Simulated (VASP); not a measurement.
A run of VASP 6.6.1:

The input POSCAR:

```
Mg2Si
1.0
    0.0000000000      3.1042795294      3.1042795294
    3.1042795294      0.0000000000      3.1042795294
    3.1042795294      3.1042795294      0.0000000000
Mg Si
2 1
Direct
    0.2500000000      0.2500000000      0.2500000000
    0.7500000000      0.7500000000      0.7500000000
    0.0000000000      0.0000000000      0.0000000000
```

File INCAR.step1:

```
SYSTEM = Mg2Si
  PREC = Accurate
  ENCUT = 660
  ISMEAR = 0
  SIGMA = 0.01
  LREAL = .False.
  LASPH = .True.
  NELM = 120
  NBANDS = 11
  GGA = PE
  ALGO = Normal
  EDIFF = 1E-5
  LWAVE = .True.
  LCHARG = .False.
  GGA_COMPAT = .False.
```

The input INCAR.step2:

```
SYSTEM = Mg2Si
  PREC = Accurate
  ENCUT = 660
  EDIFF = 1E-6
  ISMEAR = 0
  SIGMA = 0.01
  LREAL = .False.
  LASPH = .True.
  NELM = 120
  ALGO = Normal
  ISIF = 2
  LWAVE = .False.
  LCHARG = .True.
  METAGGA = R2SCAN
  LMIXTAU = .True.
  LELF = .True.
  LVHAR = .True.
  NBANDS = 11
  ISTART = 1
  GGA_COMPAT = .False.
```

The input KPOINTS:

```
Automatic mesh
0
Gamma
  6 6 6
  0 0 0
```

Potentials or basis: VASP PAW PBE potentials, release 64 (Mg, Si).

Command:

```sh
$ cat potpaw_PBE.64/Mg/POTCAR potpaw_PBE.64/Si/POTCAR > POTCAR
$ cp INCAR.step1 INCAR
$ mpirun -np 1 vasp_std > vasp.out
$ cp INCAR.step2 INCAR
$ mpirun -np 1 vasp_std > vasp.out
```

Hardware: 1 thread of Intel(R) Xeon(R) Platinum 8559C (Emerald Rapids), with other jobs on the host.

**Question.** Estimate the wall time of this run.

**Answer.** Run time: 56 s on 1 thread of Intel(R) Xeon(R) Platinum 8559C (Emerald Rapids) (shared host), peak memory 0.25 GiB. Counts: k points 16.
